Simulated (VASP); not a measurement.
# Sn4SeS3 (Pm) in VASP: single point with LDA

Aim: the single point of Sn4SeS3 with LDA.

Program: VASP 6.6.1. These are calculated values, not measurements. Logs are shortened: lines on timing, memory, paths and dates and some standing lists are left out, and cuts for length are marked.

### 1 The cell of the first run

The structure is monoclinic, space group Pm (No. 6). The conventional cell has a = 4.248 Å, b = 3.990 Å, c = 11.036 Å, α = 90.00°, β = 90.14°, γ = 90.00°. Within 3.4 Å of Sn (site symmetry m) lie 6 S at 2.60 to 3.26 Å and 2 Sn at 3.37 Å. Sn (site symmetry m) has 5 S at 2.62 to 3.22 Å and 1 Se at 3.30 Å and 2 Sn at 3.43 Å within 3.5 Å. Sn (site symmetry m) has 2 S at 2.62 to 3.41 Å and 4 Se at 2.76 to 3.10 Å and 2 Sn at 3.43 Å within 3.5 Å. Sn (site symmetry m) has 5 S at 2.65 to 3.25 Å and 1 Se at 2.75 Å and 2 Sn at 3.37 Å within 3.5 Å. Within 3.5 Å of S (site symmetry m) lie 6 Sn at 2.60 to 3.41 Å. Within 3.5 Å of S (site symmetry m) lie 6 Sn at 2.62 to 3.23 Å. Within 3.5 Å of S (site symmetry m) lie 6 Sn at 2.62 to 3.26 Å. Se (site symmetry m) has 7 Sn at 2.75 to 3.99 Å and 6 S at 3.74 to 3.80 Å and 2 Se at 3.99 Å within 4.0 Å.

### 2 Single point, LDA

Contents of INCAR:

```
SYSTEM = Sn4SeS3
PREC = Accurate ; ENCUT = 520
EDIFF = 1E-7 ; ISMEAR = 0
SIGMA = 0.01 ; LREAL = .FALSE.
LASPH = .TRUE. ; NELM = 80
ALGO = Normal ; ISIF = 2
LWAVE = .FALSE. ; LCHARG = .FALSE.
NBANDS = 50
```

Contents of KPOINTS:

```
Automatic mesh
0
G
  4 8 8
  0 0 0
```

Contents of POSCAR:

```
Sn4SeS3
1.0
   11.0355285060      0.0000000000      0.0133557307
    0.0000000000      3.9901799464      0.0000000000
    0.0052159859      0.0000000000      4.2477670900
Sn S Se
4 3 1
Direct
    0.1175540820      0.2500000000      0.1129838036
    0.3787385447      0.7500000000      0.6130130331
    0.6199184663      0.2500000000      0.4150778343
    0.8899575238      0.7500000000      0.8739137348
    0.3507317130      0.2500000000      0.0217624125
    0.1437313838      0.7500000000      0.5199975098
    0.8561282168      0.2500000000      0.4716058246
    0.6432400695      0.7500000000      0.9716458473
```

Potentials or basis: VASP PAW LDA potentials, release 64 (Sn_d, S, Se).

Launch:

```console
> cat potpaw_LDA.64/Sn_d/POTCAR potpaw_LDA.64/S/POTCAR potpaw_LDA.64/Se/POTCAR > POTCAR
> mpirun -np 1 vasp_std > vasp.out
```

OUTCAR:

```text
SYSTEM = Sn4SeS3
   PREC = Accurate
   ENCUT = 520
   EDIFF = 1E-7
   ISMEAR = 0
   LREAL = .FALSE.
   LASPH = .TRUE.
   NELM = 80
   ISIF = 2

 ion  position               nearest neighbor table
   1  0.118  0.250  0.113-   5 2.60   6 2.66   6 2.66   6 3.23   6 3.23   7 3.26   4 3.37   4 3.37

   2  0.379  0.750  0.613-   6 2.62   5 2.66   5 2.66   5 3.22   5 3.22   3 3.43   3 3.43
   3  0.620  0.250  0.415-   7 2.62   8 2.76   8 2.76   8 3.10   8 3.10   2 3.43   2 3.43
   4  0.890  0.750  0.874-   7 2.65   7 2.65   8 2.75   6 3.18   7 3.25   7 3.25   1 3.37   1 3.37

   5  0.351  0.250  0.022-   1 2.60   2 2.66   2 2.66   2 3.22   2 3.22
   6  0.144  0.750  0.520-   2 2.62   1 2.66   1 2.66   4 3.18   1 3.23   1 3.23
   7  0.856  0.250  0.472-   3 2.62   4 2.65   4 2.65   4 3.25   4 3.25   1 3.26
   8  0.643  0.750  0.972-   4 2.75   3 2.76   3 2.76   3 3.10   3 3.10

  LATTYP: Found a simple monoclinic cell.
 ALAT       =     4.2477702924
 B/A-ratio  =     0.9393586921
 C/A-ratio  =     2.5979598302
 COS(beta)  =    -0.0024381807

  Lattice vectors:

 A1 = (   0.0052159859,   0.0000000000,   4.2477670900)
 A2 = (   0.0000000000,   3.9901799464,   0.0000000000)
 A3 = ( -11.0355285060,   0.0000000000,  -0.0133557307)

Analysis of symmetry for initial positions (statically):
=====================================================================
 Subroutine PRICEL returns:
 Original cell was already a primitive cell.

 Routine SETGRP: Setting up the symmetry group for a
 simple monoclinic supercell.

 Subroutine GETGRP returns: Found  2 space group operations
 (whereof  1 operations were pure point group operations)
 out of a pool of  4 trial point group operations.

The static configuration has the point symmetry C_1 .
 The point group associated with its full space group is C_1h.

Analysis of symmetry for dynamics (positions and initial velocities):
=====================================================================
 Subroutine PRICEL returns:
 Original cell was already a primitive cell.

 Routine SETGRP: Setting up the symmetry group for a
 simple monoclinic supercell.

 Subroutine GETGRP returns: Found  2 space group operations
 (whereof  1 operations were pure point group operations)
 out of a pool of  4 trial point group operations.

The dynamic configuration has the point symmetry C_1 .
 The point group associated with its full space group is C_1h.

 Subroutine INISYM returns: Found  2 space group operations
 (whereof  1 operations are pure point group operations),
 and found     1 'primitive' translations

----------------------------------------------------------------------------------------

                                     Primitive cell

  volume of cell :     187.0448

  direct lattice vectors                    reciprocal lattice vectors
    11.035528506  0.000000000  0.013355731     0.090616547  0.000000000 -0.000111271
     0.000000000  3.990179946  0.000000000     0.000000000  0.250615264  0.000000000
     0.005215986  0.000000000  4.247767090    -0.000284914  0.000000000  0.235418154

  length of vectors
    11.035536588  3.990179946  4.247770292     0.090616615  0.250615264  0.235418326

  position of ions in fractional coordinates (direct lattice)
     0.117554082  0.250000000  0.112983804
     0.378738545  0.750000000  0.613013033
     0.619918466  0.250000000  0.415077834
     0.889957524  0.750000000  0.873913735
     0.350731713  0.250000000  0.021762413
     0.143731384  0.750000000  0.519997510
     0.856128217  0.250000000  0.471605825
     0.643240070  0.750000000  0.971645847

  ion indices of the primitive-cell ions
   primitive index   ion index
                 1           1
                 2           2
                 3           3
                 4           4
                 5           5
                 6           6
                 7           7
                 8           8

----------------------------------------------------------------------------------------

 KPOINTS: Automatic mesh

Automatic generation of k-mesh.
 Grid dimensions read from file:
 generate k-points for:    4    8    8

 Generating k-lattice:

  Cartesian coordinates                     Fractional coordinates (reciprocal lattice)
     0.022654137  0.000000000 -0.000027818     0.250000000  0.000000000  0.000000000
     0.000000000  0.031326908  0.000000000     0.000000000  0.125000000  0.000000000
    -0.000035614  0.000000000  0.029427269     0.000000000  0.000000000  0.125000000

  Length of vectors
     0.022654154  0.031326908  0.029427291

  Shift w.r.t. Gamma in fractional coordinates (k-lattice)
     0.000000000  0.000000000  0.000000000

 Subroutine IBZKPT returns following result:
 ===========================================

 Found     90 irreducible k-points:

 Following reciprocal coordinates:
            Coordinates               Weight
  0.000000  0.000000  0.000000      1.000000
  0.250000  0.000000  0.000000      2.000000
  0.500000  0.000000  0.000000      1.000000
  0.000000  0.125000  0.000000      2.000000
  0.250000  0.125000  0.000000      4.000000
  0.500000  0.125000  0.000000      2.000000
[... 16 lines left out ...]
 -0.250000  0.125000  0.125000      4.000000
  0.000000  0.250000  0.125000      4.000000
 [... further k-points ...]
   k-points           NKPTS =     90   k-points in BZ     NKDIM =     90   number of bands    NBANDS=     50
   number of dos      NEDOS =    301   number of ions     NIONS =      8
   total plane-waves  NPLWV =  80640
   dimension x,y,z NGX =    84 NGY =   30 NGZ =   32
   dimension x,y,z NGXF=   168 NGYF=   60 NGZF=   64
   ions per type =               4   3   1
   NGX,Y,Z   is equivalent  to a cutoff of  12.65, 12.50, 12.52 a.u.
   NGXF,Y,Z  is equivalent  to a cutoff of  25.31, 25.00, 25.05 a.u.
 SYSTEM =  Sn4SeS3
   PREC   = accura    normal or accurate (medium, high low for compatibility)
   ISTART =      0    job   : 0-new  1-cont  2-samecut
   ICHARG =      2    charge: 1-file 2-atom 10-const
   ISPIN  =      1    spin polarized calculation?
   LNONCOLLINEAR =      F non collinear calculations
   LSORBIT =      F    spin-orbit coupling
   LASPH  =      T    aspherical Exc in radial PAW
   ENCUT  =  520.0 eV  38.22 Ry    6.18 a.u.  20.52  7.42  7.90*2*pi/ulx,y,z
   NELM   =     80;   NELMIN=  2; NELMDL= -5     # of ELM steps
   EDIFF  = 0.1E-06   stopping-criterion for ELM
   LREAL  =      F    real-space projection
   EDIFFG = 0.1E-05   stopping-criterion for IOM
   NSW    =      0    number of steps for IOM
   IBRION =     -1    ionic relax: 0-MD 1-quasi-New 2-CG
   NFREE  =      0    steps in history (QN), initial steepest desc. (CG)
   ISIF   =      2    stress and relaxation
   ISYM   =      2    0-nonsym 1-usesym 2-fastsym
   POTIM  = 0.5000    time-step for ionic-motion
   TEBEG  =    0.0;   TEEND  =   0.0 temperature during run
   PSTRESS=    0.0 pullay stress
   NELECT =      80.0000    total number of electrons
   NUPDOWN=      -1.0000    fix difference up-down
   EMIN   =  10.00;   EMAX   =-10.00  energy-range for DOS
   EFERMI =   0.00;   METHOD = LEGACY
   ISMEAR =     0;   SIGMA  =   0.01  broadening in eV -4-tet -1-fermi 0-gaus
   EFERMI_NEDOS =   21; number of points for ismear=-14 and -15
   IALGO  =     38    algorithm
   IMIX   =      4    mixing-type and parameters
     AMIX     =   0.40;   BMIX     =  1.00
     AMIX_MAG =   1.60;   BMIX_MAG =  1.00
  volume/ion in A,a.u.               =      23.38       157.78
  Fermi-wavevector in a.u.,A,eV,Ry     =   1.233454  2.330890 20.700021  1.521409
  Thomas-Fermi vector in A             =   2.368184
   LORBIT       =      0    0 simple, 1 ext, 2 COOP (PROOUT), +10 PAW based schemes
   GGA     = CA    functional components
   LHFCALC =     F    Hartree Fock is set to
   AEXX    =    0.0000 exact exchange contribution
   IVDW    =     0    specifies the selected vdW correction
   LEPSILON=     F    determine dielectric tensor
   LRPA    =     F    only Hartree local field effects (RPA)
 non-spin polarized calculation
 Gauss-broadening in eV      SIGMA  =   0.01
  energy-cutoff  :      520.00
  volume of cell :      187.04
 maximum number of plane-waves:      5084
 NGX is ok and might be reduce to    84
   NGX = 41   NGY = 15   NGZ = 15

 number of electron      80.0000016 magnetization

 Free energy of the ion-electron system (eV)
  ---------------------------------------------------
  ext. energy  EPLUGINS =         0.00000000
  ---------------------------------------------------
  free energy    TOTEN  =       -39.84127479 eV

  energy without entropy =      -39.84127479  energy(sigma->0) =      -39.84127479

 E-fermi :   6.7111     XC(G=0): -10.3965

 val. band max:        6.6456646963   @ k =   0.5000   0.0000   0.5000
 cond. band min:       7.2077729865   @ k =   0.0000   0.0000   0.0000
 fundamental gap:      0.5621082902
 Fermi energy:         6.7110914630

 k-point     1 :       0.0000    0.0000    0.0000
  band No.  band energies     occupation
      1     -14.7522      2.00000
      2     -14.7254      2.00000
      3     -14.7199      2.00000
      4     -14.7196      2.00000
      5     -14.7102      2.00000
      6     -14.7055      2.00000
[... 42 lines left out ...]
     49      11.5192      0.00000
     50      11.6620      0.00000

 k-point     2 :       0.2500    0.0000    0.0000
  band No.  band energies     occupation
      1     -14.7506      2.00000
      2     -14.7278      2.00000
      3     -14.7207      2.00000
      4     -14.7199      2.00000
      5     -14.7095      2.00000
      6     -14.7059      2.00000
[... 42 lines left out ...]
     49      11.6849      0.00000
     50      11.7603      0.00000

 k-point     3 :       0.5000    0.0000    0.0000
  band No.  band energies     occupation
      1     -14.7486      2.00000
      2     -14.7310      2.00000
      3     -14.7211      2.00000
      4     -14.7200      2.00000
      5     -14.7087      2.00000
      6     -14.7063      2.00000
[... 1102 lines left out ...]
     49      11.0003      0.00000
     50      11.4311      0.00000

 k-point    24 :       0.0000    0.2500    0.1250
  band No.  band energies     occupation
      1     -14.7380      2.00000
      2     -14.7286      2.00000
      3     -14.7182      2.00000
      4     -14.7139      2.00000
      5     -14.7122      2.00000
      6     -14.7073      2.00000
[... 42 lines left out ...]
     49      11.2012      0.00000
     50      11.3056      0.00000

 [... further k-points ...]

------------------------ aborting loop because EDIFF is reached ----------------------------------------

  FORCE on cell =-STRESS in cart. coord.  units (eV):
  Direction    XX          YY          ZZ          XY          YZ          ZX
  --------------------------------------------------------------------------------------
  -------------------------------------------------------------------------------------
  Total        0.0424124      0.0397106      0.0726311      0.0000000      0.0000000     -0.0073025
  in kB        0.3632936      0.3401507      0.6221388      0.0000000      0.0000000     -0.0625513
  external PRESSURE =       0.4418610 kB  Pullay stress =       0.0000000 kB

 VOLUME and BASIS-vectors are now :
 -----------------------------------------------------------------------------
  energy-cutoff  :      520.00
  volume of cell :      187.04
      direct lattice vectors                 reciprocal lattice vectors
    11.035528506  0.000000000  0.013355731     0.090616547  0.000000000 -0.000111271
     0.000000000  3.990179946  0.000000000     0.000000000  0.250615264  0.000000000
     0.005215986  0.000000000  4.247767090    -0.000284914  0.000000000  0.235418154

 POSITION                                       TOTAL-FORCE (eV/Angst)
 -----------------------------------------------------------------------------------
      1.29786      0.99754      0.48150        -0.012744      0.000000     -0.011714
      4.18278      2.99263      2.60899         0.013293      0.000000     -0.009891
      6.84329      0.99754      1.77143        -0.014728      0.000000      0.017373
      9.82571      2.99263      3.72407         0.022804      0.000000      0.009909
      3.87062      0.99754      0.09713         0.001945      0.000000      0.006677
      1.58886      2.99263      2.21075        -0.003257      0.000000      0.007299
      9.45029      0.99754      2.01471         0.003786      0.000000     -0.007625
      7.10356      2.99263      4.13592        -0.011100      0.000000     -0.012028
 -----------------------------------------------------------------------------------
    total drift:                                0.000122     -0.000000     -0.000688

  FREE ENERGIE OF THE ION-ELECTRON SYSTEM (eV)
  ---------------------------------------------------
  free  energy   TOTEN  =       -39.8412747881 eV

  energy  without entropy=      -39.8412747881  energy(sigma->0) =      -39.84127479
```

Wall time 14 min (1 thread of Oxide Virtual Turin-like, shared host); peak memory 0.65 GiB.

What came out:

```
Free energy            : -39.8413 eV
Pressure               : 0.0 GPa
Largest force          : 0.025 eV/Å
Band gap on the k mesh : 0.56 eV (least direct gap 1.01 eV)
```

Forces on the atoms (eV/Å):
```
Sn  -0.013  0.000 -0.012
Sn   0.013  0.000 -0.010
Sn  -0.015  0.000  0.017
Sn   0.023  0.000  0.010
S    0.002  0.000  0.007
S   -0.003  0.000  0.007
S    0.004  0.000 -0.008
Se  -0.011  0.000 -0.012
```

Caveat: spin-orbit coupling is left out, which moves the levels of the heavy elements. A k mesh can miss the band edges.
